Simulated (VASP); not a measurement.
# CdF2 (I4/mmm) in VASP: further runs

Runs on CdF2. Level: PBEsol. Tasks: single point.

Everything below comes from runs of VASP 6.6.1. Logs are shortened: lines on timing, memory, paths and dates and some standing lists are left out, and cuts for length are marked.

**1. The cell of the first run**

Symmetry: I4/mmm, No. 139, tetragonal system. The conventional cell has a = 3.832 Å, b = 3.832 Å, c = 5.102 Å, α = 90.00°, β = 90.00°, γ = 90.00°. Within 3.0 Å of Cd (site symmetry 4/mmm) lie 8 F at 2.30 Å. F (site symmetry -4m2) has 4 Cd at 2.30 Å and 6 F at 2.55 to 2.71 Å within 3.0 Å.

**2. Single point, PBEsol (12.49 Å³/atom)**

Contents of INCAR:

```
SYSTEM = CdF2
  PREC = Accurate
  ENCUT = 520
  EDIFF = 1E-6
  ISMEAR = 0
  SIGMA = 0.05
  LREAL = .False.
  LASPH = .True.
  NELM = 100
  ALGO = Normal
  ISIF = 2
  LWAVE = .False.
  LCHARG = .False.
  GGA = PS
  NBANDS = 20
```

Contents of KPOINTS:

```
Automatic mesh
0
Gamma
  8 8 8
  0 0 0
```

Contents of POSCAR:

```
CdF2
1.0
    0.0000000000      2.7094598091      2.5512273563
    2.7094598091      0.0000000000      2.5512273563
    2.7094598091      2.7094598091      0.0000000000
Cd F
1 2
Direct
    0.0000000000      0.0000000000      0.0000000000
    0.2500000000      0.2500000000      0.2500000000
    0.7500000000      0.7500000000      0.7500000000
```

Potentials or basis: VASP PAW PBE potentials, release 64 (Cd, F).

Started as:

```sh
$ cat potpaw_PBE.64/Cd/POTCAR potpaw_PBE.64/F/POTCAR > POTCAR
$ mpirun -np 1 vasp_std > vasp.out
```

OUTCAR:

```text
SYSTEM = CdF2
   PREC = Accurate
   ENCUT = 520
   EDIFF = 1E-6
   ISMEAR = 0
   LREAL = .False.
   LASPH = .True.
   NELM = 100
   ISIF = 2
   GGA = PS

 ion  position               nearest neighbor table
   1  0.000  0.000  0.000-   3 2.30   3 2.30   3 2.30   2 2.30   3 2.30   2 2.30   2 2.30   2 2.30

   2  0.250  0.250  0.250-   1 2.30   1 2.30   1 2.30   1 2.30
   3  0.750  0.750  0.750-   1 2.30   1 2.30   1 2.30   1 2.30

  LATTYP: Found a body centered tetragonal cell.
 ALAT       =     3.8317548087
 C/A-ratio  =     1.3316234904

  Lattice vectors:

 A1 = (   0.0000000000,  -2.7094598091,  -2.5512273563)
 A2 = (   0.0000000000,   2.7094598091,  -2.5512273563)
 A3 = (   2.7094598091,   0.0000000000,   2.5512273563)

Analysis of symmetry for initial positions (statically):
=====================================================================
 Subroutine PRICEL returns:
 Original cell was already a primitive cell.

 Routine SETGRP: Setting up the symmetry group for a
 body centered tetragonal supercell.

 Subroutine GETGRP returns: Found 16 space group operations
 (whereof 16 operations were pure point group operations)
 out of a pool of 16 trial point group operations.

The static configuration has the point symmetry D_4h.

Analysis of symmetry for dynamics (positions and initial velocities):
=====================================================================
 Subroutine PRICEL returns:
 Original cell was already a primitive cell.

 Routine SETGRP: Setting up the symmetry group for a
 body centered tetragonal supercell.

 Subroutine GETGRP returns: Found 16 space group operations
 (whereof 16 operations were pure point group operations)
 out of a pool of 16 trial point group operations.

The dynamic configuration has the point symmetry D_4h.

 Subroutine INISYM returns: Found 16 space group operations
 (whereof 16 operations are pure point group operations),
 and found     1 'primitive' translations

----------------------------------------------------------------------------------------

                                     Primitive cell

  volume of cell :      37.4580

  direct lattice vectors                    reciprocal lattice vectors
     0.000000000  2.709459809  2.551227356    -0.184538630  0.184538630  0.195984101
     2.709459809  0.000000000  2.551227356     0.184538630 -0.184538630  0.195984101
     2.709459809  2.709459809  0.000000000     0.184538630  0.184538630 -0.195984101

  length of vectors
     3.721549876  3.721549876  3.831754809     0.326372149  0.326372149  0.326372149

  position of ions in fractional coordinates (direct lattice)
     0.000000000  0.000000000  0.000000000
     0.250000000  0.250000000  0.250000000
     0.750000000  0.750000000  0.750000000

  ion indices of the primitive-cell ions
   primitive index   ion index
                 1           1
                 2           2
                 3           3

----------------------------------------------------------------------------------------

 KPOINTS: Automatic mesh

Automatic generation of k-mesh.
 Grid dimensions read from file:
 generate k-points for:    8    8    8

 Generating k-lattice:

  Cartesian coordinates                     Fractional coordinates (reciprocal lattice)
    -0.023067329  0.023067329  0.024498013     0.125000000  0.000000000  0.000000000
     0.023067329 -0.023067329  0.024498013     0.000000000  0.125000000  0.000000000
     0.023067329  0.023067329 -0.024498013    -0.000000000 -0.000000000  0.125000000

  Length of vectors
     0.040796519  0.040796519  0.040796519

  Shift w.r.t. Gamma in fractional coordinates (k-lattice)
     0.000000000  0.000000000  0.000000000

 Subroutine IBZKPT returns following result:
 ===========================================

 Found     59 irreducible k-points:

 Following reciprocal coordinates:
            Coordinates               Weight
  0.000000  0.000000  0.000000      1.000000
  0.125000  0.000000  0.000000      8.000000
  0.250000  0.000000  0.000000      8.000000
  0.375000  0.000000  0.000000      8.000000
  0.500000  0.000000  0.000000      4.000000
  0.125000  0.125000  0.000000      2.000000
[... 16 lines left out ...]
  0.250000  0.000000  0.125000     16.000000
  0.375000  0.000000  0.125000     16.000000
 [... further k-points ...]
   k-points           NKPTS =     59   k-points in BZ     NKDIM =     59   number of bands    NBANDS=     20
   number of dos      NEDOS =    301   number of ions     NIONS =      3
   total plane-waves  NPLWV =  21952
   dimension x,y,z NGX =    28 NGY =   28 NGZ =   28
   dimension x,y,z NGXF=    56 NGYF=   56 NGZF=   56
   ions per type =               1   2
   NGX,Y,Z   is equivalent  to a cutoff of  12.51, 12.51, 12.15 a.u.
   NGXF,Y,Z  is equivalent  to a cutoff of  25.02, 25.02, 24.30 a.u.
 SYSTEM =  CdF2
   PREC   = accura    normal or accurate (medium, high low for compatibility)
   ISTART =      0    job   : 0-new  1-cont  2-samecut
[... 43 lines left out ...]
   NGX = 13   NGY = 13   NGZ = 15

 number of electron      26.0000002 magnetization

 Free energy of the ion-electron system (eV)
  ---------------------------------------------------
  ext. energy  EPLUGINS =         0.00000000
  ---------------------------------------------------
  free energy    TOTEN  =       -11.52531266 eV

  energy without entropy =      -11.52531266  energy(sigma->0) =      -11.52531266

 E-fermi :  -0.7079     XC(G=0): -10.9534

 val. band max:       -1.0259498710   @ k =  -0.1250   0.5000   0.3750
 cond. band min:       1.9111598626   @ k =   0.0000   0.0000   0.0000
 fundamental gap:      2.9371097336
 Fermi energy:        -0.7078584919

 k-point     1 :       0.0000    0.0000    0.0000
  band No.  band energies     occupation
      1     -22.0696      2.00000
      2     -20.7839      2.00000
      3      -6.8879      2.00000
      4      -6.8879      2.00000
      5      -6.8755      2.00000
      6      -5.4708      2.00000
[... 12 lines left out ...]
     19      18.1834      0.00000
     20      19.6325      0.00000

 k-point     2 :       0.1250    0.0000    0.0000
  band No.  band energies     occupation
      1     -22.0123      2.00000
      2     -20.8362      2.00000
      3      -6.8256      2.00000
      4      -6.8093      2.00000
      5      -6.6978      2.00000
      6      -5.4924      2.00000
[... 12 lines left out ...]
     19      17.8401      0.00000
     20      19.1824      0.00000

 k-point     3 :       0.2500    0.0000    0.0000
  band No.  band energies     occupation
      1     -21.8565      2.00000
      2     -20.9779      2.00000
      3      -6.6845      2.00000
      4      -6.6409      2.00000
      5      -6.1955      2.00000
      6      -5.5040      2.00000
[... 12 lines left out ...]
     19      18.3669      0.00000
     20      18.7107      0.00000

 k-point     4 :       0.3750    0.0000    0.0000
  band No.  band energies     occupation
      1     -21.6421      2.00000
      2     -21.1734      2.00000
      3      -6.5735      2.00000
      4      -6.4918      2.00000
      5      -5.5451      2.00000
      6      -5.4535      2.00000
[... 12 lines left out ...]
     19      17.7552      0.00000
     20      18.1857      0.00000

 k-point     5 :       0.5000    0.0000    0.0000
  band No.  band energies     occupation
      1     -21.4484      2.00000
      2     -21.3580      2.00000
      3      -6.5418      2.00000
      4      -6.4425      2.00000
      5      -5.4112      2.00000
      6      -5.3470      2.00000
[... 12 lines left out ...]
     19      17.5320      0.00000
     20      17.7813      0.00000
[... 353 lines left out ...]
      6      -5.3007      2.00000
[... 12 lines left out ...]
     19      19.0554      0.00000
     20      19.9797      0.00000

 k-point    22 :       0.1250    0.0000    0.1250
  band No.  band energies     occupation
      1     -22.0020      2.00000
      2     -20.8419      2.00000
      3      -6.7890      2.00000
      4      -6.7794      2.00000
      5      -6.6577      2.00000
      6      -5.5681      2.00000
[... 12 lines left out ...]
     19      18.4515      0.00000
     20      19.5322      0.00000

 k-point    23 :       0.2500    0.0000    0.1250
  band No.  band energies     occupation
      1     -21.8901      2.00000
      2     -20.9398      2.00000
      3      -6.6540      2.00000
      4      -6.6380      2.00000
      5      -6.2744      2.00000
      6      -5.6744      2.00000
[... 12 lines left out ...]
     19      19.0633      0.00000
     20      19.8914      0.00000

 k-point    24 :       0.3750    0.0000    0.1250
  band No.  band energies     occupation
      1     -21.7084      2.00000
      2     -21.1017      2.00000
      3      -6.5183      2.00000
      4      -6.4786      2.00000
      5      -5.7101      2.00000
      6      -5.6422      2.00000
[... 12 lines left out ...]
     19      18.4273      0.00000
     20      19.8961      0.00000

 [... further k-points ...]

------------------------ aborting loop because EDIFF is reached ----------------------------------------

  FORCE on cell =-STRESS in cart. coord.  units (eV):
  Direction    XX          YY          ZZ          XY          YZ          ZX
  --------------------------------------------------------------------------------------
  -------------------------------------------------------------------------------------
  Total        0.8225751      0.8225751      2.4487275      0.0000000     -0.0000000      0.0000000
  in kB       35.1837021     35.1837021    104.7385261      0.0000000     -0.0000000      0.0000000
  external PRESSURE =      58.3686435 kB  Pullay stress =       0.0000000 kB

 VOLUME and BASIS-vectors are now :
 -----------------------------------------------------------------------------
  energy-cutoff  :      520.00
  volume of cell :       37.46
      direct lattice vectors                 reciprocal lattice vectors
     0.000000000  2.709459809  2.551227356    -0.184538630  0.184538630  0.195984101
     2.709459809  0.000000000  2.551227356     0.184538630 -0.184538630  0.195984101
     2.709459809  2.709459809  0.000000000     0.184538630  0.184538630 -0.195984101

 POSITION                                       TOTAL-FORCE (eV/Angst)
 -----------------------------------------------------------------------------------
      0.00000      0.00000      0.00000         0.000000     -0.000000      0.000000
      1.35473      1.35473      1.27561        -0.000000     -0.000000     -0.000000
      4.06419      4.06419      3.82684         0.000000      0.000000      0.000000
 -----------------------------------------------------------------------------------
    total drift:                                0.000000      0.000000      0.000000

  FREE ENERGIE OF THE ION-ELECTRON SYSTEM (eV)
  ---------------------------------------------------
  free  energy   TOTEN  =       -11.5253126639 eV

  energy  without entropy=      -11.5253126639  energy(sigma->0) =      -11.52531266
```

It took 22 s on 1 thread of Intel Xeon Platinum 8488C (Sapphire Rapids), shared host; peak memory 0.18 GiB.

Results:

```
Free energy            : -11.5253 eV
Pressure               : 5.8 GPa
Band gap on the k mesh : 2.94 eV (least direct gap 3.39 eV)
```

Stress tensor (GPa, compression positive):
```
 3.52  0.00  0.00
 0.00  3.52  0.00
 0.00  0.00 10.47
```

Caveat: the cell stands under pressure; the PAW data sets were made with another functional, which shifts forces and pressure a little. A k mesh can miss the band edges.

**3. Single point, PBEsol (13.01 Å³/atom)**

This run uses another cell than the first one, of 13.01 Å³/atom.

Contents of INCAR:

```
PREC = Accurate
ENCUT = 520
EDIFF = 1E-6
ISMEAR = 0
SIGMA = 0.05
LREAL = False
LASPH = True
NELM = 80
ALGO = Normal
ISIF = 2
LWAVE = False
LCHARG = False
GGA = PS
NBANDS = 20
```

Contents of KPOINTS:

```
regular mesh
0
Gamma
  8 8 8
```

Contents of POSCAR:

```
CdF2
1.0
    0.0000000000      2.7649434808      2.5520428328
    2.7649434808      0.0000000000      2.5520428328
    2.7649434808      2.7649434808      0.0000000000
Cd F
1 2
Direct
    0.0000000000      0.0000000000      0.0000000000
    0.2500000000      0.2500000000      0.2500000000
    0.7500000000      0.7500000000      0.7500000000
```

Potentials or basis: VASP PAW PBE potentials, release 64 (Cd, F).

Started as:

```sh
$ cat potpaw_PBE.64/Cd/POTCAR potpaw_PBE.64/F/POTCAR > POTCAR
$ mpirun -np 1 vasp_std > vasp.out
```

It took 24 s on 1 thread of Intel Xeon Platinum 8488C (Sapphire Rapids), shared host; peak memory 0.18 GiB.

Results (log left out):

```yaml
Free_energy: -11.5342 eV
Pressure: 0.7 GPa
Band_gap_on_the_k_mesh: 2.70 eV (least direct gap 3.27 eV)
```

Stress tensor (GPa, compression positive):
```
-2.31  0.00  0.00
 0.00 -2.31  0.00
 0.00  0.00  6.78
```

Levels at points of the mesh, in eV from the valence-band top:
| k point | band 11 | band 12 | band 13 | band 14 | band 15 | band 16 |
| --- | --- | --- | --- | --- | --- | --- |
| (0.00, 0.00, 0.00) | -0.64 | -0.57 | -0.57 | 2.70 | 12.26 | 12.45 |
| (0.50, 0.00, 0.00) | -1.90 | -0.56 | -0.52 | 6.88 | 8.74 | 13.88 |
| (0.50, 0.50, 0.00) | -0.29 | -0.29 | -0.29 | 7.51 | 9.23 | 11.66 |
| (0.50, 0.00, 0.50) | -0.77 | -0.32 | -0.01 | 7.75 | 9.31 | 11.56 |

Caveat: the PAW data sets were made with another functional, which shifts forces and pressure a little. PBEsol gaps usually lie below the measured ones, often by a third to a half.

**4. Single point, PBEsol (13.01 Å³/atom)**

This run uses another cell than the first one, of 13.01 Å³/atom.

Contents of INCAR:

```
SYSTEM = CdF2
  ALGO = Normal
  EDIFF = 1E-6
  ENCUT = 520
  GGA = PS
  ISIF = 2
  ISMEAR = 0
  LASPH = .TRUE.
  LCHARG = .FALSE.
  LREAL = .FALSE.
  LWAVE = .FALSE.
  NBANDS = 20
  NELM = 100
  PREC = Accurate
  SIGMA = 0.05
```

Contents of KPOINTS:

```
k-points
0
G
  8 8 8
  0 0 0
```

Contents of POSCAR:

```
CdF2
1.0
    0.0000000000      2.6210613514      2.8399199742
    2.6210613514      0.0000000000      2.8399199742
    2.6210613514      2.6210613514      0.0000000000
Cd F
1 2
Direct
    0.0000000000      0.0000000000      0.0000000000
    0.2500000000      0.2500000000      0.2500000000
    0.7500000000      0.7500000000      0.7500000000
```

Started as:

```sh
$ cat potpaw_PBE.64/Cd/POTCAR potpaw_PBE.64/F/POTCAR > POTCAR
$ mpirun -np 1 vasp_std > vasp.out
```

Wall time 28 s (1 thread of Intel Xeon Platinum 8488C (Sapphire Rapids), shared host); peak memory 0.19 GiB.

Results (log left out):

```yaml
Free_energy: -11.5355 eV
Pressure: 0.7 GPa
Band_gap_on_the_k_mesh: 2.75 eV (least direct gap 3.20 eV)
```

Stress tensor (GPa, compression positive):
```
 3.60  0.00  0.00
 0.00  3.60  0.00
 0.00  0.00 -5.18
```

Levels at points of the mesh, in eV from the valence-band top:
```tsv
k point	band 11	band 12	band 13	band 14	band 15	band 16
(0.00, 0.00, 0.00)	-0.67	-0.67	-0.45	2.75	12.37	12.37
(0.50, 0.00, 0.00)	-1.85	-0.51	-0.47	6.93	8.78	13.99
(0.50, 0.50, 0.00)	-0.86	-0.09	-0.09	7.75	9.54	11.69
(0.50, 0.00, 0.50)	-0.41	-0.31	-0.06	7.71	9.23	11.62
```

Caveat: the PAW data sets were made with another functional, which shifts forces and pressure a little. A k mesh can miss the band edges.

**5. Single point, PBEsol (13.01 Å³/atom)**

This run uses another cell than the first one, of 13.01 Å³/atom.

Contents of INCAR:

```
SYSTEM = CdF2
  ALGO = Normal
  EDIFF = 1E-6
  ENCUT = 520
  GGA = PS
  ISIF = 2
  ISMEAR = 0
  LASPH = .True.
  LCHARG = .True.
  LELF = .True.
  LREAL = .False.
  LVHAR = .True.
  LWAVE = .False.
  NBANDS = 20
  NELM = 80
  PREC = Accurate
  SIGMA = 0.05
```

Contents of KPOINTS:

```
k-points
0
Gamma
  8 8 8
  0 0 0
```

Contents of POSCAR:

```
CdF2
1.0
    0.0000000000      2.7282922851      2.6210703983
    2.7282922851      0.0000000000      2.6210703983
    2.7282922851      2.7282922851      0.0000000000
Cd F
1 2
Direct
    0.0000000000      0.0000000000      0.0000000000
    0.2500000000      0.2500000000      0.2500000000
    0.7500000000      0.7500000000      0.7500000000
```

Started as:

```sh
$ cat potpaw_PBE.64/Cd/POTCAR potpaw_PBE.64/F/POTCAR > POTCAR
$ mpirun -np 1 vasp_std > vasp.out
```

Run time: 25 s. Hardware: 1 thread of Intel Xeon Platinum 8488C (Sapphire Rapids), shared host; peak memory 0.19 GiB.

Results (log left out):

* Free energy: -11.5781 eV
* Pressure: 0.8 GPa
* Band gap on the k mesh: 2.86 eV (least direct gap 3.35 eV)

Stress tensor (GPa, compression positive):
```
-0.72  0.00  0.00
 0.00 -0.72  0.00
 0.00  0.00  3.72
```

Levels at points of the mesh, in eV from the valence-band top:
| k point | band 10 | band 11 | band 12 | band 13 | band 14 | band 15 | band 16 | band 17 |
| --- | --- | --- | --- | --- | --- | --- | --- | --- |
| (0.00, 0.00, 0.00) | -0.79 | -0.61 | -0.49 | -0.49 | 2.86 | 12.41 | 12.51 | 12.51 |
| (0.50, 0.00, 0.00) | -1.97 | -1.87 | -0.44 | -0.42 | 7.02 | 8.91 | 14.14 | 14.45 |
| (0.50, 0.50, 0.00) | -3.08 | -0.38 | -0.16 | -0.16 | 7.77 | 9.38 | 11.69 | 13.95 |
| (0.50, 0.00, 0.50) | -2.97 | -0.62 | -0.17 | -0.03 | 7.87 | 9.45 | 11.65 | 13.92 |

Caveat: the PAW data sets were made with another functional, which shifts forces and pressure a little. PBEsol gaps usually lie below the measured ones, often by a third to a half.

**6. Single point, PBEsol (13.01 Å³/atom)**

This run uses another cell than the first one, of 13.01 Å³/atom.

Contents of INCAR:

```
SYSTEM = CdF2
PREC = Accurate
ENCUT = 520
EDIFF = 1E-6
ISMEAR = 0
SIGMA = 0.05
LREAL = .False.
LASPH = .True.
NELM = 60
ALGO = Normal
ISIF = 2
LWAVE = .False.
LCHARG = .False.
GGA = PS
NBANDS = 20
```

Contents of KPOINTS:

```
Automatic mesh
0
Gamma
  8 8 8
  0 0 0
```

Contents of POSCAR:

```
CdF2
1.0
    0.0000000000      2.7466163979      2.5862140003
    2.7466163979      0.0000000000      2.5862140003
    2.7466163979      2.7466163979      0.0000000000
Cd F
1 2
Direct
    0.0000000000      0.0000000000      0.0000000000
    0.2500000000      0.2500000000      0.2500000000
    0.7500000000      0.7500000000      0.7500000000
```

Potentials or basis: VASP PAW PBE potentials, release 64 (Cd, F).

Started as:

```sh
$ cat potpaw_PBE.64/Cd/POTCAR potpaw_PBE.64/F/POTCAR > POTCAR
$ mpirun -np 1 vasp_std > vasp.out
```

Run time: 24 s. Hardware: 1 thread of Intel Xeon Platinum 8488C (Sapphire Rapids), shared host; peak memory 0.18 GiB.

The run converged. Its results:

| Property | Result |
| --- | --- |
| Free energy | -11.5599 eV |
| Pressure | 0.7 GPa |
| Band gap on the k mesh | 2.79 eV (least direct gap 3.31 eV) |

Stress tensor (GPa, compression positive):
```
-1.51  0.00  0.00
 0.00 -1.51  0.00
 0.00  0.00  5.23
```

Levels at points of the mesh, in eV from the valence-band top:
```
           k point  band 10  band 11  band 12  band 13  band 14  band 15  band 16  band 17
(0.00, 0.00, 0.00)    -0.71    -0.71    -0.52    -0.52     2.79    12.34    12.49    12.49
(0.50, 0.00, 0.00)    -2.03    -1.88    -0.49    -0.46     6.96     8.84    14.02    14.48
(0.50, 0.50, 0.00)    -3.09    -0.33    -0.22    -0.22     7.66     9.31    11.68    13.83
(0.50, 0.00, 0.50)    -2.96    -0.69    -0.24    -0.01     7.82     9.39    11.61    13.79
```

Caveat: the PAW data sets were made with another functional, which shifts forces and pressure a little. A k mesh can miss the band edges.

**7. Overview**

```csv
cell,gap on the mesh (eV),pressure (GPa)
"a = 3.722, b = 3.722, c = 3.832 Å, angles 59.0, 59.0, 62.0°, 3 atoms",2.94,5.8
"a = 3.763, b = 3.763, c = 3.910 Å, angles 58.7, 58.7, 62.6°, 3 atoms",2.70,0.7
"a = 3.865, b = 3.865, c = 3.707 Å, angles 61.3, 61.3, 57.3°, 3 atoms",2.75,0.7
"a = 3.783, b = 3.783, c = 3.858 Å, angles 59.3, 59.3, 61.3°, 3 atoms",2.86,0.8
"a = 3.773, b = 3.773, c = 3.884 Å, angles 59.0, 59.0, 62.0°, 3 atoms",2.79,0.7
```

Alike in all rows: task single point; level PBEsol; potentials or basis VASP PAW PBE potentials, release 64 (Cd, F); no spin polarisation; k mesh 8 × 8 × 8; cutoff (eV) 520; smearing gaussian 0.05 eV.

Caveats: the PAW data sets were made with another functional, which shifts forces and pressure a little; the cell stands under pressure (at least some runs).

Absolute energies hang on the potentials; compare differences alone.
